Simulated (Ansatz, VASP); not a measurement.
**Two plane-wave programs on Si2W**

INCAR

```
SYSTEM = Si2W
PREC = Accurate ; ENCUT = 520
EDIFF = 1E-7 ; ISMEAR = 0
SIGMA = 0.15 ; LREAL = .False.
LASPH = .True. ; NELM = 100
ALGO = Normal ; ISIF = 2
LWAVE = .False. ; LCHARG = .False.
GGA = PE ; NBANDS = 18
```

File KPOINTS:

```
Automatic mesh
0
Gamma
  18 18 18
  0 0 0
```

File POSCAR:

```
Si2W
1.0
   -1.5789062202      1.5789062202      3.6201161818
    1.5789062202     -1.5789062202      3.6201161818
    1.5789062202      1.5789062202     -3.6201161818
Si W
2 1
Direct
    0.3345726944      0.3345726944      0.0000000000
    0.6654273056      0.6654273056      0.0000000000
    0.0000000000      0.0000000000      0.0000000000
```

Input for Ansatz:

```yaml
crystal:
  lattice:
    - [-1.5789062202, 1.5789062202, 3.6201161818]
    - [1.5789062202, -1.5789062202, 3.6201161818]
    - [1.5789062202, 1.5789062202, -3.6201161818]
  atoms:
    - { symbol: Si, position: [0.3345726944, 0.3345726944, 0.0] }
    - { symbol: Si, position: [0.6654273056, 0.6654273056, 0.0] }
    - { symbol: W, position: [0.0, 0.0, 0.0] }
basis:
  ecutwfc: 420
kpoints:
  mp_grid: { grid: [18, 18, 18] }
hamiltonian:
  xc: pbe
  pseudopotentials: { kind: paw, azcp: { folder: soft_1 } }
scf:
  occupations: { method: gaussian, width: 0.15 }
output:
  forces: true
  stress: true
  eigenvalues: true
```

Alike in both runs: task single point; functional PBE; k mesh 18 × 18 × 18; occupations gaussian, width 0.15 eV; no spin polarisation.

|  | VASP | Ansatz |
| --- | --- | --- |
| version | VASP 6.6.1 | Ansatz 0.2.0 |
| potentials or method | VASP PAW PBE potentials, release 64 (Si, W_sv), cutoff 520 eV | scalar-relativistic, plane waves, PAW |
| valence electrons in the cell | 22 | 22 |

|  | VASP | Ansatz | Ansatz less VASP |
| --- | --- | --- | --- |
| gap on the k mesh at the Fermi level (eV) | none | none | - |
| rms of the force components (eV/Å) | 0.100 | 0.101 | +0.0011 |

Atom by atom the forces differ by 0.001 eV/Å (rms over components). A gap of «none» marks a metal or a gap that the smearing closes.

Spin-orbit coupling is off throughout.
